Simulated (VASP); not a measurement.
## Li: relaxation of cell and atoms with PBEsol

The system is Li.

```
Li
1.0
     1.41430   -0.81655    4.71596
     0.00000    1.63309    4.71596
    -1.41430   -0.81655    4.71596
Li
2
Direct
  0.25000 0.25000 0.25000
  0.75000 0.75000 0.75000
```

```
Program                : VASP 6.6.1
Task                   : relaxation of cell and atoms
Functional             : PBEsol
Potentials or basis    : VASP PAW PBE potentials, release 64 (Li_sv)
Cutoff                 : 600 eV
k mesh                 : 13 × 13 × 13
Occupations            : fermi-dirac, width 0.05 eV
Spin                   : no spin polarisation
Target pressure        : 4.1 GPa
Dipole correction      : no
Further INCAR settings : ALGO = Normal; EDIFF = 1e-06; IBRION = 2; EDIFFG = -0.005; NSW = 32; ISIF = 3
```

```yaml
Relaxed_volume: 16.21 Å³/atom
Relaxed_cell: a = 4.977 Å, b = 4.977 Å, c = 4.977 Å, α = 32.93°, β = 32.93°, γ = 32.93°
Space_group_after_relaxing_to_0.1_Å: Fm-3m (No. 225)
Energy_change_on_relaxing_the_run_minimises_the_enthalpy: +3.2 meV/atom
Ionic_steps: 3
Pressure_after_relaxing: 4.1 GPa
Band_gap_on_the_k_mesh: zero (bands 3 and 4 overlap by 4.26 eV)
```

Step by step:
| step | energy change (eV) | largest force (eV/Å) | pressure (GPa) | volume (Å³) |
| --- | --- | --- | --- | --- |
| 1 | 0.0000 | 0.0000 | 3.95 | 32.68 |
| 2 | 0.0018 | 0.0000 | 3.99 | 32.60 |
| 3 | 0.0064 | 0.0000 | 4.13 | 32.42 |

Final structure:
```cif
data_structure
_symmetry_space_group_name_H-M 'P 1'
_symmetry_Int_Tables_number 1
_cell_length_a 4.9772
_cell_length_b 4.9772
_cell_length_c 4.9772
_cell_angle_alpha 32.930
_cell_angle_beta 32.930
_cell_angle_gamma 32.930
_cell_volume 32.42
loop_
_atom_site_label
_atom_site_type_symbol
_atom_site_fract_x
_atom_site_fract_y
_atom_site_fract_z
_atom_site_occupancy
Li1 Li 0.25000 0.25000 0.25000 1
Li2 Li 0.75000 0.75000 0.75000 1
```

Levels at points of the mesh, in eV from the Fermi level:
```tsv
k point	band 1	band 2	band 3	band 4	band 5	band 6	band 7
(0.00, 0.00, 0.00)	-45.58	-45.54	-3.84	-0.28	3.55	15.00	15.00
```

Run time: 4.3 min on 1 thread of Intel Xeon 8259CL (shared host), peak memory 0.25 GiB.

Caveat: the cutoff is under 1.25 times the usual one of these potentials, so pressure, stress and relaxed cells hold a basis-set (Pulay) error; the cell is relaxed towards a set pressure, so the run minimises the enthalpy, not the energy; the PAW data sets were made with another functional, which shifts forces and pressure a little.
